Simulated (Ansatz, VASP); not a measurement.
SnO: VASP beside Ansatz

```xyz
4
Lattice="3.7684 0.0000 0.0000 0.0000 3.7684 0.0000 0.0000 0.0000 4.6608" Properties=species:S:1:pos:R:3 pbc="T T T"
Sn    1.8842    0.0000    1.1440
Sn    0.0000    1.8842    3.5169
O     0.0000    0.0000    0.0000
O     1.8842    1.8842    0.0000
```

Alike in both runs: functional LDA; k mesh 10 × 10 × 8; occupations gaussian, width 0.01 eV; no spin polarisation.

Ansatz relaxed the structure, and its values are those at the end. VASP's run is a single point on that final structure, the one shown.

|  | VASP | Ansatz |
| --- | --- | --- |
| version | VASP 6.6.1 | Ansatz 0.2.0 |
| potentials or method | VASP PAW LDA potentials, release 64 (Sn_d, O), cutoff 520 eV | scalar-relativistic, plane waves, PAW |
| valence electrons in the cell | 40 | 40 |

```csv
,VASP,Ansatz,Ansatz less VASP
gap on the k mesh at the Fermi level (eV),none,none,-
pressure (GPa),0.3,0.0,-0.37
rms of the force components (eV/Å),0.044,0.002,-0.0426
```

LDA's correlation is that of Perdew and Zunger in VASP and of Perdew and Wang (1992) in Ansatz. A gap of «none» marks a metal or a gap that the smearing closes.
